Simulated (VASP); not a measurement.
# SbMo (P6_3/mmc) in VASP: further runs

Aim: see how the results for SbMo move with the level of theory and the settings. Levels: r2SCAN, PBE. Tasks: single point, relaxation of shape and atoms at fixed volume.

Program: VASP 6.6.1. These are calculated values, not measurements. Logs are shortened: lines on timing, memory, paths and dates and some standing lists are left out, and cuts for length are marked.

## 1. The cell of the first run

The structure is hexagonal, space group P6_3/mmc (No. 194). The conventional cell has a = 4.358 Å, b = 4.358 Å, c = 5.253 Å, α = 90.00°, β = 90.00°, γ = 120.00°. Mo (site symmetry -3m) has 2 Mo at 2.63 Å and 6 Sb at 2.84 Å within 3.5 Å. Sb (site symmetry -6m2) has 6 Mo at 2.84 Å and 6 Sb at 3.64 Å within 3.7 Å.

## 2. Single point, r2SCAN

The input, POSCAR:

```
SbMo
1.0
    4.3582954797      0.0000000000      0.0000000000
   -2.1791477398      3.7743946027      0.0000000000
    0.0000000000      0.0000000000      5.2527398165
Mo Sb
2 2
Direct
    0.0000000000      0.0000000000      0.0000000000
    0.0000000000      0.0000000000      0.5000000000
    0.3333333333      0.6666666667      0.2500000000
    0.6666666667      0.3333333333      0.7500000000
```

The input, INCAR.step1:

```
PREC     = Accurate       # precision mode
ENCUT    = 520            # plane-wave cutoff, eV
ISMEAR   = 0              # smearing method
SIGMA    = 0.05           # smearing width, eV
LREAL    = False          # projectors in reciprocal space
LASPH    = True           # aspherical terms in the spheres
NELM     = 80             # most SCF steps
NBANDS   = 27             # bands
GGA      = PE             # functional
ALGO     = Normal         # electronic algorithm
EDIFF    = 1E-4           # SCF threshold, eV
LWAVE    = True           # write WAVECAR
LCHARG   = False          # write CHGCAR
```

The input, INCAR.step2:

```
PREC     = Accurate       # precision mode
ENCUT    = 520            # plane-wave cutoff, eV
EDIFF    = 1E-7           # SCF threshold, eV
ISMEAR   = 0              # smearing method
SIGMA    = 0.05           # smearing width, eV
LREAL    = False          # projectors in reciprocal space
LASPH    = True           # aspherical terms in the spheres
NELM     = 80             # most SCF steps
ALGO     = Normal         # electronic algorithm
ISIF     = 2              # what is computed and relaxed
LWAVE    = False          # write WAVECAR
LCHARG   = True           # write CHGCAR
METAGGA  = R2SCAN         # meta-GGA
LMIXTAU  = True         
LELF     = True           # ELF
LVHAR    = True         
NBANDS   = 27             # bands
ISTART   = 1
```

The input, KPOINTS:

```
regular mesh
0
Gamma
  10 10 6
```

Potentials or basis: VASP PAW PBE potentials, release 64 (Mo_sv, Sb).

Command:

```sh
> cat potpaw_PBE.64/Mo_sv/POTCAR potpaw_PBE.64/Sb/POTCAR > POTCAR
> cp INCAR.step1 INCAR
> mpirun -np 1 vasp_std > vasp.out
> cp INCAR.step2 INCAR
> mpirun -np 1 vasp_std > vasp.out
```

OUTCAR:

```text
PREC = Accurate
   ENCUT = 520
   EDIFF = 1E-7
   ISMEAR = 0
   LREAL = False
   LASPH = True
   NELM = 80
   ISIF = 2
   METAGGA = R2SCAN
   ISTART = 1

 ion  position               nearest neighbor table
   1  0.000  0.000  0.000-   2 2.63   2 2.63   4 2.84   3 2.84   4 2.84   3 2.84   4 2.84   3 2.84

   2  0.000  0.000  0.500-   1 2.63   1 2.63   4 2.84   3 2.84   4 2.84   3 2.84   4 2.84   3 2.84

   3  0.333  0.667  0.250-   1 2.84   2 2.84   1 2.84   2 2.84   1 2.84   2 2.84   4 3.64   4 3.64
                             4 3.64   4 3.64   4 3.64   4 3.64
   4  0.667  0.333  0.750-   1 2.84   2 2.84   1 2.84   2 2.84   1 2.84   2 2.84   3 3.64   3 3.64
                             3 3.64   3 3.64   3 3.64   3 3.64

  LATTYP: Found a hexagonal cell.
 ALAT       =     4.3582954797
 C/A-ratio  =     1.2052280165

  Lattice vectors:

 A1 = (   4.3582954797,   0.0000000000,   0.0000000000)
 A2 = (  -2.1791477398,   3.7743946027,   0.0000000000)
 A3 = (   0.0000000000,   0.0000000000,   5.2527398165)

Analysis of symmetry for initial positions (statically):
=====================================================================
 Subroutine PRICEL returns:
 Original cell was already a primitive cell.

 Routine SETGRP: Setting up the symmetry group for a
 hexagonal supercell.

 Subroutine GETGRP returns: Found 24 space group operations
 (whereof 12 operations were pure point group operations)
 out of a pool of 24 trial point group operations.

The static configuration has the point symmetry D_3d.
 The point group associated with its full space group is D_6h.

Analysis of symmetry for dynamics (positions and initial velocities):
=====================================================================
 Subroutine PRICEL returns:
 Original cell was already a primitive cell.

 Routine SETGRP: Setting up the symmetry group for a
 hexagonal supercell.

 Subroutine GETGRP returns: Found 24 space group operations
 (whereof 12 operations were pure point group operations)
 out of a pool of 24 trial point group operations.

The dynamic configuration has the point symmetry D_3d.
 The point group associated with its full space group is D_6h.

 Subroutine INISYM returns: Found 24 space group operations
 (whereof 12 operations are pure point group operations),
 and found     1 'primitive' translations

----------------------------------------------------------------------------------------

                                     Primitive cell

  volume of cell :      86.4072

  direct lattice vectors                    reciprocal lattice vectors
     4.358295480  0.000000000  0.000000000     0.229447500  0.132471576  0.000000000
    -2.179147740  3.774394603  0.000000000     0.000000000  0.264943151  0.000000000
     0.000000000  0.000000000  5.252739817     0.000000000  0.000000000  0.190376839

  length of vectors
     4.358295480  4.358295480  5.252739817     0.264943151  0.264943151  0.190376839

  position of ions in fractional coordinates (direct lattice)
     0.000000000  0.000000000  0.000000000
     0.000000000  0.000000000  0.500000000
     0.333333333  0.666666667  0.250000000
     0.666666667  0.333333333  0.750000000

  ion indices of the primitive-cell ions
   primitive index   ion index
                 1           1
                 2           2
                 3           3
                 4           4

----------------------------------------------------------------------------------------

 KPOINTS: regular mesh

Automatic generation of k-mesh.
 Grid dimensions read from file:
 generate k-points for:   10   10    6

 Generating k-lattice:

  Cartesian coordinates                     Fractional coordinates (reciprocal lattice)
     0.022944750  0.013247158  0.000000000     0.100000000  0.000000000  0.000000000
     0.000000000  0.026494315  0.000000000     0.000000000  0.100000000  0.000000000
     0.000000000  0.000000000  0.031729473     0.000000000  0.000000000  0.166666667

  Length of vectors
     0.026494315  0.026494315  0.031729473

  Shift w.r.t. Gamma in fractional coordinates (k-lattice)
     0.000000000  0.000000000  0.000000000

 Subroutine IBZKPT returns following result:
 ===========================================

 Found     56 irreducible k-points:

 Following reciprocal coordinates:
            Coordinates               Weight
  0.000000  0.000000  0.000000      1.000000
  0.100000 -0.000000  0.000000      6.000000
  0.200000 -0.000000  0.000000      6.000000
  0.300000 -0.000000  0.000000      6.000000
  0.400000 -0.000000  0.000000      6.000000
  0.500000 -0.000000  0.000000      3.000000
[... 16 lines left out ...]
  0.300000  0.100000  0.166667     24.000000
  0.400000  0.100000  0.166667     24.000000
 [... further k-points ...]
   k-points           NKPTS =     56   k-points in BZ     NKDIM =     56   number of bands    NBANDS=     27
   number of dos      NEDOS =    301   number of ions     NIONS =      4
[... 39 lines left out ...]
  Thomas-Fermi vector in A             =   2.379196
   LORBIT       =      0    0 simple, 1 ext, 2 COOP (PROOUT), +10 PAW based schemes
   METAGGA = R2SCAN    functional components
   LHFCALC =     F    Hartree Fock is set to
   AEXX    =    0.0000 exact exchange contribution
   IVDW    =     0    specifies the selected vdW correction
   LEPSILON=     F    determine dielectric tensor
   LRPA    =     F    only Hartree local field effects (RPA)
 non-spin polarized calculation
 Gauss-broadening in eV      SIGMA  =   0.05
  energy-cutoff  :      520.00
  volume of cell :       86.41
 maximum number of plane-waves:      2344
   NGX = 17   NGY = 17   NGZ = 19

 number of electron      38.0000003 magnetization

 Free energy of the ion-electron system (eV)
  ---------------------------------------------------
  ext. energy  EPLUGINS =         0.00000000
  ---------------------------------------------------
  free energy    TOTEN  =      -102.35705147 eV

  energy without entropy =     -102.35396660  energy(sigma->0) =     -102.35550903

 E-fermi :   9.2125     XC(G=0): -11.9662

 val. band max:        9.1976965276   @ k =   0.1000   0.1000   0.3333
 cond. band min:       9.2157906389   @ k =   0.5000  -0.0000   0.5000
 fundamental gap:      0.0180941112
 Fermi energy:         9.2124617473

 k-point     1 :       0.0000    0.0000    0.0000
  band No.  band energies     occupation
      1     -53.3898      2.00000
      2     -53.1977      2.00000
      3     -27.4436      2.00000
      4     -26.7821      2.00000
      5     -26.7821      2.00000
      6     -26.6064      2.00000
[... 19 lines left out ...]
     26      14.9701      0.00000
     27      14.9701      0.00000

 k-point     2 :       0.1000   -0.0000    0.0000
  band No.  band energies     occupation
      1     -53.3897      2.00000
      2     -53.1976      2.00000
      3     -27.4432      2.00000
      4     -26.7842      2.00000
      5     -26.7826      2.00000
      6     -26.6076      2.00000
[... 19 lines left out ...]
     26      14.4874      0.00000
     27      14.5889      0.00000

 k-point     3 :       0.2000   -0.0000    0.0000
  band No.  band energies     occupation
      1     -53.3895      2.00000
      2     -53.1975      2.00000
      3     -27.4420      2.00000
      4     -26.7898      2.00000
      5     -26.7841      2.00000
      6     -26.6107      2.00000
[... 19 lines left out ...]
     26      14.1380      0.00000
     27      14.2789      0.00000

 k-point     4 :       0.3000   -0.0000    0.0000
  band No.  band energies     occupation
      1     -53.3893      2.00000
      2     -53.1973      2.00000
      3     -27.4406      2.00000
      4     -26.7967      2.00000
      5     -26.7859      2.00000
      6     -26.6146      2.00000
[... 19 lines left out ...]
     26      14.5752      0.00000
     27      14.6640      0.00000
[... 516 lines left out ...]
      4     -26.7819      2.00000
      5     -26.7741      2.00000
      6     -26.6252      2.00000
[... 19 lines left out ...]
     26      13.9520      0.00000
     27      15.4794      0.00000

 k-point    23 :       0.3000    0.1000    0.1667
  band No.  band energies     occupation
      1     -53.3765      2.00000
      2     -53.2103      2.00000
      3     -27.3508      2.00000
      4     -26.7876      2.00000
      5     -26.7760      2.00000
      6     -26.6286      2.00000
[... 19 lines left out ...]
     26      14.2629      0.00000
     27      15.6629      0.00000

 k-point    24 :       0.4000    0.1000    0.1667
  band No.  band energies     occupation
      1     -53.3764      2.00000
      2     -53.2102      2.00000
      3     -27.3500      2.00000
      4     -26.7911      2.00000
      5     -26.7772      2.00000
      6     -26.6307      2.00000
[... 19 lines left out ...]
     26      14.4059      0.00000
     27      15.8443      0.00000

 [... further k-points ...]

------------------------ aborting loop because EDIFF is reached ----------------------------------------

  FORCE on cell =-STRESS in cart. coord.  units (eV):
  Direction    XX          YY          ZZ          XY          YZ          ZX
  --------------------------------------------------------------------------------------
  -------------------------------------------------------------------------------------
  Total       -0.7542509     -0.7542509     -0.8083621     -0.0000000      0.0000000      0.0000000
  in kB      -13.9854528    -13.9854528    -14.9887929     -0.0000000      0.0000000      0.0000000
  external PRESSURE =     -14.3198995 kB  Pullay stress =       0.0000000 kB

 VOLUME and BASIS-vectors are now :
 -----------------------------------------------------------------------------
  energy-cutoff  :      520.00
  volume of cell :       86.41
      direct lattice vectors                 reciprocal lattice vectors
     4.358295480  0.000000000  0.000000000     0.229447500  0.132471576  0.000000000
    -2.179147740  3.774394603  0.000000000     0.000000000  0.264943151  0.000000000
     0.000000000  0.000000000  5.252739817     0.000000000  0.000000000  0.190376839

 POSITION                                       TOTAL-FORCE (eV/Angst)
 -----------------------------------------------------------------------------------
      0.00000      0.00000      0.00000         0.000000      0.000000      0.000000
      0.00000      0.00000      2.62637         0.000000      0.000000      0.000000
     -0.00000      2.51626      1.31318        -0.000000      0.000000      0.000000
      2.17915      1.25813      3.93955        -0.000000      0.000000     -0.000000
 -----------------------------------------------------------------------------------
    total drift:                                0.000000     -0.000000      0.000000

  FREE ENERGIE OF THE ION-ELECTRON SYSTEM (eV)
  ---------------------------------------------------
  free  energy   TOTEN  =      -102.3570514664 eV

  energy  without entropy=     -102.3539665960  energy(sigma->0) =     -102.35550903
```

Wall time 6.7 min (1 thread of Intel Xeon 8259CL, shared host); peak memory 0.28 GiB.

Results:

```
Free energy            : -102.3571 eV
Pressure               : -1.4 GPa
Band gap on the k mesh : zero (bands 19 and 20 overlap by 1.48 eV)
```

Stress tensor (GPa, compression positive):
```
-1.40  0.00  0.00
 0.00 -1.40  0.00
 0.00  0.00 -1.50
```

Caveat: the PAW data sets were made with another functional, which shifts forces and pressure a little; spin-orbit coupling is left out, which moves the levels of the heavy elements.

## 3. Relaxation of shape and atoms at fixed volume, PBE (20.41 Å³/atom)

This run uses another cell than the first one, of 20.41 Å³/atom.

The input, INCAR:

```
PREC = Accurate
ENCUT = 600
EDIFF = 1E-6
ISMEAR = 0
SIGMA = 0.05
LREAL = False
LASPH = True
NELM = 80
ALGO = Normal
ISIF = 4
LWAVE = False
LCHARG = False
GGA = PE
IBRION = 2
NSW = 60
EDIFFG = -0.01
```

KPOINTS is that of step 2.

The input, POSCAR:

```
SbMo
1.0
    4.2617667152      0.0000000000      0.0000000000
   -2.1308833576      3.6907982403      0.0000000000
    0.0000000000      0.0000000000      5.1912470010
Mo Sb
2 2
Direct
    0.0000000000      0.0000000000      0.0000000000
    0.0000000000      0.0000000000      0.5000000000
    0.3333333333      0.6666666667      0.2500000000
    0.6666666667      0.3333333333      0.7500000000
```

Potentials or basis: VASP PAW PBE potentials, release 64 (Mo_sv, Sb).

Command:

```sh
> cat potpaw_PBE.64/Mo_sv/POTCAR potpaw_PBE.64/Sb/POTCAR > POTCAR
> mpirun -np 1 vasp_std > vasp.out
```

Run time: 4.4 min. Hardware: 1 thread of Intel Xeon 8259CL, shared host; peak memory 0.31 GiB.

The run converged. Its results:

```
Free energy               : -28.8253 eV
Energy gained by relaxing : 0.1 meV/atom
Ionic steps               : 3
Pressure after relaxing   : 8.3 GPa
Band gap on the k mesh    : zero (bands 19 and 20 overlap by 1.60 eV)
```

Step by step:
```tsv
step	energy change (eV)	largest force (eV/Å)	pressure (GPa)	volume (Å³)
1	0.0000	0.0000	8.40	81.65
2	-0.0005	0.0000	8.31	81.65
3	-0.0006	0.0000	8.28	81.65
```

Final structure:
```cif
data_structure
_symmetry_space_group_name_H-M 'P 1'
_symmetry_Int_Tables_number 1
_cell_length_a 4.2544
_cell_length_b 4.2544
_cell_length_c 5.2092
_cell_angle_alpha 90.000
_cell_angle_beta 90.000
_cell_angle_gamma 120.000
_cell_volume 81.65
loop_
_atom_site_label
_atom_site_type_symbol
_atom_site_fract_x
_atom_site_fract_y
_atom_site_fract_z
_atom_site_occupancy
Mo1 Mo 0.00000 0.00000 0.00000 1
Mo2 Mo 0.00000 0.00000 0.50000 1
Sb1 Sb 0.33333 0.66667 0.25000 1
Sb2 Sb 0.66667 0.33333 0.75000 1
```

Levels at points of the mesh, in eV from the Fermi level:
| k point | band 16 | band 17 | band 18 | band 19 | band 20 | band 21 | band 22 | band 23 |
| --- | --- | --- | --- | --- | --- | --- | --- | --- |
| (0.00, 0.00, 0.00) | -2.15 | -0.39 | -0.39 | 0.81 | 0.81 | 2.39 | 2.39 | 2.90 |
| (0.50, 0.00, 0.00) | -2.15 | -1.66 | -1.05 | -0.70 | 0.45 | 1.05 | 2.13 | 2.32 |
| (0.00, 0.00, 0.50) | -1.86 | -0.74 | -0.74 | -0.74 | -0.74 | 0.82 | 0.82 | 4.66 |
| (0.50, 0.00, 0.50) | -1.60 | -0.28 | -0.28 | -0.04 | -0.04 | 0.03 | 0.03 | 2.57 |

Caveat: spin-orbit coupling is left out, which moves the levels of the heavy elements.

## 4. Relaxation of shape and atoms at fixed volume, PBE (20.74 Å³/atom)

This run uses another cell than the first one, of 20.74 Å³/atom.

The input, INCAR:

```
SYSTEM = SbMo
  PREC = Accurate
  ENCUT = 600
  EDIFF = 1E-6
  ISMEAR = 0
  SIGMA = 0.05
  LREAL = .FALSE.
  LASPH = .TRUE.
  NELM = 80
  ALGO = Normal
  ISIF = 4
  LWAVE = .FALSE.
  LCHARG = .FALSE.
  GGA = PE
  IBRION = 2
  NSW = 60
  EDIFFG = -0.01
```

The input, KPOINTS:

```
Automatic mesh
0
G
  10 10 6
  0 0 0
```

The input, POSCAR:

```
SbMo
1.0
    4.2918797606      0.0000000000      0.0000000000
   -2.1459398803      3.7168769027      0.0000000000
    0.0000000000      0.0000000000      5.1999045433
Mo Sb
2 2
Direct
    0.0000000000      0.0000000000      0.0000000000
    0.0000000000      0.0000000000      0.5000000000
    0.3333333333      0.6666666667      0.2500000000
    0.6666666667      0.3333333333      0.7500000000
```

Command:

```sh
> cat potpaw_PBE.64/Mo_sv/POTCAR potpaw_PBE.64/Sb/POTCAR > POTCAR
> mpirun -np 1 vasp_std > vasp.out
```

Run time: 5.3 min. Hardware: 1 thread of Intel Xeon 8259CL, shared host; peak memory 0.31 GiB.

Results (log left out):

```
Free energy               : -28.8825 eV
Energy gained by relaxing : 0.2 meV/atom
Ionic steps               : 3
Pressure after relaxing   : 5.8 GPa
Band gap on the k mesh    : zero (bands 19 and 20 overlap by 1.56 eV)
```

The path:
```tsv
step	energy change (eV)	largest force (eV/Å)	pressure (GPa)	volume (Å³)
1	0.0000	0.0000	5.91	82.95
2	-0.0008	0.0000	5.81	82.95
3	-0.0008	0.0000	5.77	82.95
```

Final structure:
```yaml
crystal:
  lattice:
    - [4.28298, 0.00000, 0.00000]
    - [-2.14149, 3.70917, 0.00000]
    - [0.00000, 0.00000, 5.22152]
  atoms:
    - { symbol: Mo, position: [0.00000, 0.00000, 0.00000] }
    - { symbol: Mo, position: [0.00000, 0.00000, 0.50000] }
    - { symbol: Sb, position: [0.33333, 0.66667, 0.25000] }
    - { symbol: Sb, position: [0.66667, 0.33333, 0.75000] }
```

Levels at points of the mesh, in eV from the Fermi level:
| k point | band 15 | band 16 | band 17 | band 18 | band 19 | band 20 | band 21 | band 22 | band 23 |
| --- | --- | --- | --- | --- | --- | --- | --- | --- | --- |
| (0.00, 0.00, 0.00) | -2.11 | -2.11 | -0.36 | -0.36 | 0.77 | 0.77 | 2.38 | 2.38 | 2.90 |
| (0.50, 0.00, 0.00) | -2.15 | -2.10 | -1.63 | -1.05 | -0.68 | 0.46 | 1.04 | 2.14 | 2.21 |
| (0.00, 0.00, 0.50) | -1.82 | -1.82 | -0.72 | -0.72 | -0.72 | -0.72 | 0.77 | 0.77 | 4.57 |
| (0.50, 0.00, 0.50) | -1.57 | -1.57 | -0.26 | -0.26 | -0.03 | -0.03 | 0.03 | 0.03 | 2.53 |

Caveat: spin-orbit coupling is left out, which moves the levels of the heavy elements.

## 5. The runs side by side

| task | level | cell | cutoff (eV) | gap on the mesh (eV) | pressure (GPa) |
| --- | --- | --- | --- | --- | --- |
| single point | r2SCAN | a = 4.358, b = 4.358, c = 5.253 Å, angles 90.0, 90.0, 120.0°, 4 atoms | 520 | none | -1.4 |
| relaxation of shape and atoms at fixed volume | PBE | relaxed from a = 4.262, b = 4.262, c = 5.191 Å, angles 90.0, 90.0, 120.0°, 4 atoms | 600 | none | 8.3 |
| relaxation of shape and atoms at fixed volume | PBE | relaxed from a = 4.292, b = 4.292, c = 5.200 Å, angles 90.0, 90.0, 120.0°, 4 atoms | 600 | none | 5.8 |

Alike in all rows: potentials or basis VASP PAW PBE potentials, release 64 (Mo_sv, Sb); no spin polarisation; k mesh 10 × 10 × 6; smearing gaussian 0.05 eV.

Caveats: spin-orbit coupling is left out, which moves the levels of the heavy elements; the PAW data sets were made with another functional, which shifts forces and pressure a little (at least some runs).

Absolute energies hang on the potentials; compare differences alone.

The gap in the log of VASP goes by the Fermi energy; the results here count the filled bands.